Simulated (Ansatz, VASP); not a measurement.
## Sn2Te in VASP and in Ansatz

The input INCAR:

```
SYSTEM = Sn2Te
  ALGO = Fast
  EDIFF = 1E-6
  EDIFFG = -0.01
  ENCUT = 600
  GGA = PE
  IBRION = 2
  ISIF = 3
  ISMEAR = 0
  LASPH = .TRUE.
  LCHARG = .FALSE.
  LREAL = .FALSE.
  LWAVE = .FALSE.
  NELM = 100
  NSW = 100
  PREC = Accurate
  SIGMA = 0.1
```

File KPOINTS:

```
k-points
0
G
  12 12 12
  0 0 0
```

File POSCAR:

```
Sn2Te
1.0
    5.0983875534      0.0000000000      0.0000000000
   -2.5491937767      4.4153331395      0.0000000000
    0.0000000000      0.0000000000      4.0334893404
Sn Te
2 1
Direct
    0.3333333333      0.6666666667      0.5000000000
    0.6666666667      0.3333333333      0.5000000000
    0.0000000000      0.0000000000      0.0000000000
```

Input for Ansatz:

```yaml
crystal:
  lattice:
    - [5.0983875534, 0.0, 0.0]
    - [-2.5491937767, 4.4153331395, 0.0]
    - [0.0, 0.0, 4.0334893404]
  atoms:
    - { symbol: Sn, position: [0.3333333333, 0.6666666667, 0.5] }
    - { symbol: Sn, position: [0.6666666667, 0.3333333333, 0.5] }
    - { symbol: Te, position: [0.0, 0.0, 0.0] }
basis:
  ecutwfc: 420
kpoints:
  mp_grid: { grid: [12, 12, 12] }
hamiltonian:
  xc: pbe
scf:
  occupations: { method: gaussian, width: 0.1 }
output:
  forces: true
  stress: true
  eigenvalues: true
relax:
  adjacent_minimum: "off"
  f_tol: 0.01
  max_steps: 80
  cell: { stress_tol: 0.05 }
```

Alike in both runs: task relaxation of cell and atoms; functional PBE; k mesh 12 × 12 × 12; occupations gaussian, width 0.1 eV; no spin polarisation.

|  | VASP | Ansatz |
| --- | --- | --- |
| version | VASP 6.6.1 | Ansatz 0.2.0 |
| potentials or method | VASP PAW PBE potentials, release 64 (Sn_d, Te), cutoff 600 eV | scalar-relativistic, plane waves, PAW |
| valence electrons in the cell | 34 | 44 |

```tsv
	VASP	Ansatz	Ansatz less VASP
gap on the k mesh at the Fermi level, each at its own relaxed structure (eV)	none	none	-
relaxed volume (Å³/atom)	30.36	30.44	+0.079
relaxed cell length with the largest relative difference (Å)	4.017	4.033	+0.0155
```

A gap of «none» marks a metal or a gap that the smearing closes. VASP's potentials hold 34 valence electrons a cell and Ansatz's 44, so a difference there can come from the potentials and not from the codes.

Spin-orbit coupling is off throughout.
